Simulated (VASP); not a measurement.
# EuBi (P-6m2) in VASP: a series of runs

Runs on EuBi. Level: PBE+U. Tasks: single point.

All numbers are computed with VASP 6.6.1; they aren't measurements. Logs are shortened: lines on timing, memory, paths and dates and some standing lists are left out, and cuts for length are marked.

## (1) The cell of the first run

The structure is hexagonal, space group P-6m2 (No. 187). Conventional cell: a = 4.231 Å, b = 4.231 Å, c = 4.799 Å, α = 90.00°, β = 90.00°, γ = 120.00°. Within 4.5 Å of Eu (site symmetry -6m2) lie 6 Bi at 3.42 Å and 6 Eu at 4.23 Å. Within 4.5 Å of Bi (site symmetry -6m2) lie 6 Eu at 3.42 Å and 6 Bi at 4.23 Å.

## (2) Single point, PBE+U, collinear spin, ferromagnetic start (37.20 Å³/atom)

INCAR

```
  PREC = Accurate
  ENCUT = 520
  EDIFF = 1E-7
  ISMEAR = 0
  SIGMA = 0.05
  LREAL = F
  LASPH = T
  NELM = 150
  ALGO = Fast
  ISIF = 2
  LWAVE = F
  LCHARG = F
  ISPIN = 2
  MAGMOM = 7.66 -0.02
  LORBIT = 11
  LMAXMIX = 6
  LDAU = T
  LDAUTYPE = 2
  LDAUL = 3 -1
  LDAUU = 6 0
  LDAUJ = 0 0
  LDAUPRINT = 1
  GGA = PE
  NBANDS = 27
```

KPOINTS

```
Automatic mesh
0
Gamma
  8 8 8
```

POSCAR

```
EuBi
1.0
    4.2310816794      0.0000000000      0.0000000000
   -2.1155408397      3.6642242199      0.0000000000
    0.0000000000      0.0000000000      4.7988748208
Eu Bi
1 1
Direct
    0.0000000000      0.0000000000      0.0000000000
    0.6666666667      0.3333333333      0.5000000000
```

Potentials or basis: VASP PAW PBE potentials, release 64 (Eu, Bi_d).

On the command line:

```bash
> cat potpaw_PBE.64/Eu/POTCAR potpaw_PBE.64/Bi_d/POTCAR > POTCAR
> mpirun -np 1 vasp_std > vasp.out
```

OUTCAR:

```text
PREC = Accurate
   ENCUT = 520
   EDIFF = 1E-7
   ISMEAR = 0
   LREAL = F
   LASPH = T
   NELM = 150
   ISIF = 2
   ISPIN = 2
   LORBIT = 11
   GGA = PE

 ion  position               nearest neighbor table
   1  0.000  0.000  0.000-   2 3.42   2 3.42   2 3.42   2 3.42   2 3.42   2 3.42
   2  0.667  0.333  0.500-   1 3.42   1 3.42   1 3.42   1 3.42   1 3.42   1 3.42

  LATTYP: Found a hexagonal cell.
 ALAT       =     4.2310816794
 C/A-ratio  =     1.1341957410

  Lattice vectors:

 A1 = (   4.2310816794,   0.0000000000,   0.0000000000)
 A2 = (  -2.1155408397,   3.6642242199,   0.0000000000)
 A3 = (   0.0000000000,   0.0000000000,   4.7988748208)

Analysis of symmetry for initial positions (statically):
=====================================================================
 Subroutine PRICEL returns:
 Original cell was already a primitive cell.

 Routine SETGRP: Setting up the symmetry group for a
 hexagonal supercell.

 Subroutine GETGRP returns: Found 12 space group operations
 (whereof 12 operations were pure point group operations)
 out of a pool of 24 trial point group operations.

The static configuration has the point symmetry D_3h.

Analysis of symmetry for dynamics (positions and initial velocities):
=====================================================================
 Subroutine PRICEL returns:
 Original cell was already a primitive cell.

 Routine SETGRP: Setting up the symmetry group for a
 hexagonal supercell.

 Subroutine GETGRP returns: Found 12 space group operations
 (whereof 12 operations were pure point group operations)
 out of a pool of 24 trial point group operations.

The dynamic configuration has the point symmetry D_3h.

Analysis of structural, dynamic, and magnetic symmetry:
=====================================================================
 Subroutine PRICEL returns:
 Original cell was already a primitive cell.

 Routine SETGRP: Setting up the symmetry group for a
 hexagonal supercell.

 Subroutine GETGRP returns: Found 12 space group operations
 (whereof 12 operations were pure point group operations)
 out of a pool of 24 trial point group operations.

The overall configuration has the point symmetry D_3h.

 Subroutine INISYM returns: Found 12 space group operations
 (whereof 12 operations are pure point group operations),
 and found     1 'primitive' translations

----------------------------------------------------------------------------------------

                                     Primitive cell

  volume of cell :      74.4000

  direct lattice vectors                    reciprocal lattice vectors
     4.231081679  0.000000000  0.000000000     0.236346182  0.136454532  0.000000000
    -2.115540840  3.664224220  0.000000000     0.000000000  0.272909063  0.000000000
     0.000000000  0.000000000  4.798874821     0.000000000  0.000000000  0.208382181

  length of vectors
     4.231081679  4.231081679  4.798874821     0.272909063  0.272909063  0.208382181

  position of ions in fractional coordinates (direct lattice)
     0.000000000  0.000000000  0.000000000
     0.666666667  0.333333333  0.500000000

  ion indices of the primitive-cell ions
[... 107 lines left out ...]
   IVDW    =     0    specifies the selected vdW correction
   LEPSILON=     F    determine dielectric tensor
   LRPA    =     F    only Hartree local field effects (RPA)
 spin polarized calculation
 RMM-DIIS sequential band-by-band and
 Gauss-broadening in eV      SIGMA  =   0.05
  energy-cutoff  :      520.00
  volume of cell :       74.40
 maximum number of plane-waves:      2034
 NGX is ok and might be reduce to    32
   NGX = 15   NGY = 15   NGZ = 17

atom =   1  type =  1  l = 3

 onsite density matrix

spin component  1

  0.9771 -0.0000  0.0000  0.0000  0.0000  0.0000  0.0000
 -0.0000  0.9754 -0.0000 -0.0000  0.0000 -0.0000  0.0000
  0.0000 -0.0000  0.9727  0.0000 -0.0000  0.0000  0.0000
  0.0000 -0.0000  0.0000  0.9783  0.0000  0.0000  0.0000
  0.0000  0.0000 -0.0000  0.0000  0.9727 -0.0000  0.0000
  0.0000 -0.0000  0.0000  0.0000 -0.0000  0.9754  0.0000
  0.0000  0.0000  0.0000  0.0000  0.0000  0.0000  0.9750

spin component  2

  0.0003 -0.0000  0.0000 -0.0000 -0.0000 -0.0000  0.0000
 -0.0000  0.0009  0.0000  0.0000 -0.0000  0.0000 -0.0000
  0.0000  0.0000  0.0005 -0.0000  0.0000  0.0000 -0.0000
 -0.0000  0.0000 -0.0000  0.0006  0.0000  0.0000 -0.0000
 -0.0000 -0.0000  0.0000  0.0000  0.0005 -0.0000  0.0000
 -0.0000  0.0000  0.0000  0.0000 -0.0000  0.0009 -0.0000
  0.0000 -0.0000 -0.0000 -0.0000  0.0000 -0.0000  0.0002

 occupancies and eigenvectors

  o =  0.0002  v =  0.0000  0.0000  0.0000  0.0000  0.0000  0.0000  0.0000 -0.0000  0.0000  0.0000 -0.0000 -0.0000  0.0000  1.0000      0.0000  0.0000  0.0000  0.0000  0.0000  0.0000  0.0000  0.0000  0.0000  0.0000  0.0000  0.0000  0.0000  0.0000
  o =  0.0003  v =  0.0000  0.0000  0.0000  0.0000  0.0000  0.0000  0.0000  1.0000  0.0000 -0.0000 -0.0000  0.0000  0.0000  0.0000      0.0000  0.0000  0.0000  0.0000  0.0000  0.0000  0.0000  0.0000  0.0000  0.0000  0.0000  0.0000  0.0000  0.0000
  o =  0.0005  v =  0.0000  0.0000  0.0000  0.0000  0.0000  0.0000  0.0000  0.0000 -0.0000  0.0000  0.0000 -1.0000  0.0000 -0.0000      0.0000  0.0000  0.0000  0.0000  0.0000  0.0000  0.0000  0.0000  0.0000  0.0000  0.0000  0.0000  0.0000  0.0000
  o =  0.0005  v =  0.0000  0.0000  0.0000  0.0000  0.0000  0.0000  0.0000  0.0000 -0.0000  1.0000  0.0000  0.0000 -0.0000 -0.0000      0.0000  0.0000  0.0000  0.0000  0.0000  0.0000  0.0000  0.0000  0.0000  0.0000  0.0000  0.0000  0.0000  0.0000
  o =  0.0006  v =  0.0000  0.0000  0.0000  0.0000  0.0000  0.0000  0.0000 -0.0000 -0.0000 -0.0000  1.0000  0.0000 -0.0000  0.0000      0.0000  0.0000  0.0000  0.0000  0.0000  0.0000  0.0000  0.0000  0.0000  0.0000  0.0000  0.0000  0.0000  0.0000
  o =  0.0009  v =  0.0000  0.0000  0.0000  0.0000  0.0000  0.0000  0.0000 -0.0000 -0.0000  0.0000  0.0000  0.0000  1.0000 -0.0000      0.0000  0.0000  0.0000  0.0000  0.0000  0.0000  0.0000  0.0000  0.0000  0.0000  0.0000  0.0000  0.0000  0.0000
  o =  0.0009  v =  0.0000  0.0000  0.0000  0.0000  0.0000  0.0000  0.0000  0.0000 -1.0000 -0.0000 -0.0000  0.0000 -0.0000  0.0000      0.0000  0.0000  0.0000  0.0000  0.0000  0.0000  0.0000  0.0000  0.0000  0.0000  0.0000  0.0000  0.0000  0.0000
  o =  0.9727  v = -0.0000  0.0000  0.0000  0.0000  1.0000  0.0000 -0.0000  0.0000  0.0000  0.0000  0.0000  0.0000  0.0000  0.0000      0.0000  0.0000  0.0000  0.0000  0.0000  0.0000  0.0000  0.0000  0.0000  0.0000  0.0000  0.0000  0.0000  0.0000
  o =  0.9727  v = -0.0000 -0.0000  1.0000 -0.0000 -0.0000 -0.0000 -0.0000  0.0000  0.0000  0.0000  0.0000  0.0000  0.0000  0.0000      0.0000  0.0000  0.0000  0.0000  0.0000  0.0000  0.0000  0.0000  0.0000  0.0000  0.0000  0.0000  0.0000  0.0000
  o =  0.9750  v =  0.0000 -0.0000 -0.0000 -0.0000 -0.0000 -0.0000 -1.0000  0.0000  0.0000  0.0000  0.0000  0.0000  0.0000  0.0000      0.0000  0.0000  0.0000  0.0000  0.0000  0.0000  0.0000  0.0000  0.0000  0.0000  0.0000  0.0000  0.0000  0.0000
  o =  0.9754  v =  0.0000  0.9998  0.0000 -0.0000 -0.0000  0.0177 -0.0000  0.0000  0.0000  0.0000  0.0000  0.0000  0.0000  0.0000      0.0000  0.0000  0.0000  0.0000  0.0000  0.0000  0.0000  0.0000  0.0000  0.0000  0.0000  0.0000  0.0000  0.0000
  o =  0.9754  v =  0.0000  0.0177  0.0000  0.0000  0.0000 -0.9998  0.0000  0.0000  0.0000  0.0000  0.0000  0.0000  0.0000  0.0000      0.0000  0.0000  0.0000  0.0000  0.0000  0.0000  0.0000  0.0000  0.0000  0.0000  0.0000  0.0000  0.0000  0.0000
  o =  0.9771  v =  1.0000 -0.0000  0.0000  0.0000  0.0000  0.0000  0.0000  0.0000  0.0000  0.0000  0.0000  0.0000  0.0000  0.0000      0.0000  0.0000  0.0000  0.0000  0.0000  0.0000  0.0000  0.0000  0.0000  0.0000  0.0000  0.0000  0.0000  0.0000
  o =  0.9783  v = -0.0000 -0.0000  0.0000  1.0000 -0.0000  0.0000 -0.0000  0.0000  0.0000  0.0000  0.0000  0.0000  0.0000  0.0000      0.0000  0.0000  0.0000  0.0000  0.0000  0.0000  0.0000  0.0000  0.0000  0.0000  0.0000  0.0000  0.0000  0.0000

 number of electron      32.0000007 magnetization       7.0863418

 Free energy of the ion-electron system (eV)
  ---------------------------------------------------
  ext. energy  EPLUGINS =         0.00000000
  ---------------------------------------------------
  free energy    TOTEN  =       -15.84264525 eV

  energy without entropy =      -15.84059680  energy(sigma->0) =      -15.84162102

 E-fermi :   3.8565     XC(G=0):  -9.2230

 val. band max:        3.8318125237   @ k =   0.2500   0.1250   0.0000
 cond. band min:       3.8729463521   @ k =   0.1250   0.0000   0.0000
 fundamental gap:      0.0411338284
 Fermi energy:         3.8565171756

 spin component 1

 k-point     1 :       0.0000    0.0000    0.0000
  band No.  band energies     occupation
      1     -36.5623      1.00000
      2     -18.1724      1.00000
      3     -18.1724      1.00000
      4     -18.1123      1.00000
      5     -18.1123      1.00000
      6     -18.0784      1.00000
[... 1433 lines left out ...]
     26      12.9716      0.00000
     27      13.0513      0.00000

 [... further k-points ...]
[... 5 lines left out ...]
  --------------------------------------------------------------------------------------
  -------------------------------------------------------------------------------------
  Total        0.0590482      0.0590482      0.0384357      0.0000000      0.0000000      0.0000000
  in kB        1.2715813      1.2715813      0.8276989      0.0000000      0.0000000      0.0000000
  external PRESSURE =       1.1236205 kB  Pullay stress =       0.0000000 kB

 VOLUME and BASIS-vectors are now :
 -----------------------------------------------------------------------------
  energy-cutoff  :      520.00
  volume of cell :       74.40
      direct lattice vectors                 reciprocal lattice vectors
     4.231081679  0.000000000  0.000000000     0.236346182  0.136454532  0.000000000
    -2.115540840  3.664224220  0.000000000     0.000000000  0.272909063  0.000000000
     0.000000000  0.000000000  4.798874821     0.000000000  0.000000000  0.208382181

 POSITION                                       TOTAL-FORCE (eV/Angst)
 -----------------------------------------------------------------------------------
      0.00000      0.00000      0.00000         0.000000      0.000000      0.000000
      2.11554      1.22141      2.39944        -0.000000      0.000000      0.000000
 -----------------------------------------------------------------------------------
    total drift:                               -0.000000      0.000000      0.000000

  FREE ENERGIE OF THE ION-ELECTRON SYSTEM (eV)
  ---------------------------------------------------
  free  energy   TOTEN  =       -15.8426452456 eV

  energy  without entropy=      -15.8405967967  energy(sigma->0) =      -15.84162102

 total charge

# of ion       s       p       d       f       tot
--------------------------------------------------
    1        2.042   5.768   0.244   6.823  14.877
    2        1.473   1.530   9.882   0.000  12.885
--------------------------------------------------
tot          3.515   7.298  10.126   6.823  27.762

 magnetization (x)

# of ion       s       p       d       f       tot
--------------------------------------------------
    1       -0.012  -0.116   0.052   6.816   6.741
    2       -0.003  -0.017   0.002   0.000  -0.018
--------------------------------------------------
tot         -0.015  -0.132   0.054   6.816   6.723
```

Wall time 20 min (1 thread of Intel Xeon Platinum 8488C (Sapphire Rapids), shared host); peak memory 0.36 GiB.

What came out:

```
Free energy                                           : -15.8426 eV
Pressure                                              : 0.1 GPa
Net moment                                            : 7.09 μB per cell
Site moments                                          : Eu +6.74; Bi -0.02 μB
Valence electrons inside the program's atomic spheres : Eu 14.88; Bi 12.88
```

Eigenvalues of the final occupation matrices:
| site | spin | trace | eigenvalues |
| --- | --- | --- | --- |
| site 1 f | 1 | 6.83 | 0.97 0.97 0.97 0.98 0.98 0.98 0.98 |
| site 1 f | 2 | 0.00 | 0.00 0.00 0.00 0.00 0.00 0.00 0.00 |

Caveat: spin-orbit coupling is left out, which moves the levels of the heavy elements.

## (3) Single point, PBE+U, collinear spin, ferromagnetic start

INCAR

```
PREC = Accurate ; ENCUT = 520
EDIFF = 1E-7 ; ISMEAR = 0
SIGMA = 0.05 ; LREAL = False
LASPH = True ; NELM = 150
ALGO = Normal ; ISIF = 2
LWAVE = False ; LCHARG = False
ISPIN = 2 ; MAGMOM = 0.5 0
LORBIT = 11 ; LMAXMIX = 6
LDAU = True ; LDAUTYPE = 2
LDAUL = 3 -1 ; LDAUU = 6 0
LDAUJ = 0 0 ; LDAUPRINT = 1
GGA = PE ; NBANDS = 27
```

KPOINTS

```
regular mesh
0
Gamma
  8 8 8
```

POSCAR is that of step 2.

Potentials or basis: VASP PAW PBE potentials, release 64 (Eu, Bi_d).

On the command line:

```bash
> cat potpaw_PBE.64/Eu/POTCAR potpaw_PBE.64/Bi_d/POTCAR > POTCAR
> mpirun -np 1 vasp_std > vasp.out
```

OUTCAR:

```text
PREC = Accurate
   ENCUT = 520
   EDIFF = 1E-7
   ISMEAR = 0
   LREAL = False
   LASPH = True
   NELM = 150
   ISIF = 2
   ISPIN = 2
   LORBIT = 11
   GGA = PE

 ion  position               nearest neighbor table
   1  0.000  0.000  0.000-   2 3.42   2 3.42   2 3.42   2 3.42   2 3.42   2 3.42
   2  0.667  0.333  0.500-   1 3.42   1 3.42   1 3.42   1 3.42   1 3.42   1 3.42

  LATTYP: Found a hexagonal cell.
 ALAT       =     4.2310816794
 C/A-ratio  =     1.1341957410

  Lattice vectors:

 A1 = (   4.2310816794,   0.0000000000,   0.0000000000)
 A2 = (  -2.1155408397,   3.6642242199,   0.0000000000)
 A3 = (   0.0000000000,   0.0000000000,   4.7988748208)

Analysis of symmetry for initial positions (statically):
=====================================================================
 Subroutine PRICEL returns:
 Original cell was already a primitive cell.

 Routine SETGRP: Setting up the symmetry group for a
 hexagonal supercell.

[... 231 lines left out ...]
 Fermi energy:         3.8564000434

 spin component 1

 k-point     1 :       0.0000    0.0000    0.0000
  band No.  band energies     occupation
      1     -36.5623      1.00000
      2     -18.1724      1.00000
      3     -18.1724      1.00000
      4     -18.1123      1.00000
      5     -18.1123      1.00000
      6     -18.0785      1.00000
[... 1433 lines left out ...]
     26      12.9525      0.00000
     27      13.0487      0.00000

 [... further k-points ...]
[... 5 lines left out ...]
  --------------------------------------------------------------------------------------
  -------------------------------------------------------------------------------------
  Total        0.0665057      0.0665057      0.0432726      0.0000000     -0.0000000      0.0000000
  in kB        1.4321758      1.4321758      0.9318593      0.0000000     -0.0000000      0.0000000
  external PRESSURE =       1.2654036 kB  Pullay stress =       0.0000000 kB

 VOLUME and BASIS-vectors are now :
 -----------------------------------------------------------------------------
  energy-cutoff  :      520.00
  volume of cell :       74.40
      direct lattice vectors                 reciprocal lattice vectors
     4.231081679  0.000000000  0.000000000     0.236346182  0.136454532  0.000000000
    -2.115540840  3.664224220  0.000000000     0.000000000  0.272909063  0.000000000
     0.000000000  0.000000000  4.798874821     0.000000000  0.000000000  0.208382181

 POSITION                                       TOTAL-FORCE (eV/Angst)
 -----------------------------------------------------------------------------------
      0.00000      0.00000      0.00000         0.000000     -0.000000      0.000000
      2.11554      1.22141      2.39944        -0.000000      0.000000      0.000000
 -----------------------------------------------------------------------------------
    total drift:                               -0.000000      0.000000      0.000000

  FREE ENERGIE OF THE ION-ELECTRON SYSTEM (eV)
  ---------------------------------------------------
  free  energy   TOTEN  =       -15.8426514633 eV

  energy  without entropy=      -15.8406005429  energy(sigma->0) =      -15.84162600

 total charge

# of ion       s       p       d       f       tot
--------------------------------------------------
    1        2.042   5.768   0.244   6.823  14.877
    2        1.473   1.530   9.882   0.000  12.885
--------------------------------------------------
tot          3.515   7.298  10.126   6.823  27.762

 magnetization (x)

# of ion       s       p       d       f       tot
--------------------------------------------------
    1       -0.012  -0.116   0.052   6.816   6.741
    2       -0.003  -0.017   0.002   0.000  -0.018
--------------------------------------------------
tot         -0.015  -0.132   0.054   6.816   6.723
```

OSZICAR:

```text
N       E                     dE             d eps       ncg     rms          rms(c)
DAV:   1     0.271938042408E+03    0.27194E+03   -0.13302E+04  7343   0.452E+03
DAV:   2     0.444694224048E+02   -0.22747E+03   -0.20584E+03  6870   0.458E+02
DAV:   3     0.401396503709E+01   -0.40455E+02   -0.38321E+02  8153   0.155E+02
[... 12 lines left out ...]
DAV:  16    -0.158426486508E+02   -0.13626E-05   -0.82247E-05  9535   0.163E-01    0.402E-01
DAV:  17    -0.158426509921E+02   -0.23413E-05   -0.10666E-05 10538   0.401E-02    0.234E-01
DAV:  18    -0.158426514738E+02   -0.48177E-06   -0.35553E-06  9327   0.351E-02    0.144E-01
DAV:  19    -0.158426514129E+02    0.60925E-07   -0.23402E-06  8303   0.321E-02    0.273E-02
DAV:  20    -0.158426514633E+02   -0.50401E-07   -0.70246E-07  9165   0.715E-03
   1 F= -.15842651E+02 E0= -.15841626E+02  d E =-.205092E-02  mag=     7.0865
```

stdout:

```text
POSCAR found type information on POSCAR EuBi
 POSCAR found :  2 types and       2 ions
 scaLAPACK will be used
 LDA part: xc-table for (Slater+PW92), standard interpolation
 POSCAR, INCAR and KPOINTS ok, starting setup
 FFT: planning ... GRIDC
 FFT: planning ... GRID_SOFT
 FFT: planning ... GRID
 WAVECAR not read
 entering main loop
```

Wall time 5.6 min (1 thread of Intel Xeon Platinum 8488C (Sapphire Rapids), shared host); peak memory 0.33 GiB.

What came out:

```yaml
Free_energy: -15.8427 eV
Pressure: 0.1 GPa
Net_moment: 7.09 μB per cell
Site_moments: Eu +6.74; Bi -0.02 μB
Valence_electrons_inside_the_program's_atomic_spheres: Eu 14.88; Bi 12.88
```

Eigenvalues of the final occupation matrices:
| site | spin | trace | eigenvalues |
| --- | --- | --- | --- |
| site 1 f | 1 | 6.83 | 0.97 0.97 0.97 0.98 0.98 0.98 0.98 |
| site 1 f | 2 | 0.00 | 0.00 0.00 0.00 0.00 0.00 0.00 0.00 |

Caveat: spin-orbit coupling is left out, which moves the levels of the heavy elements.
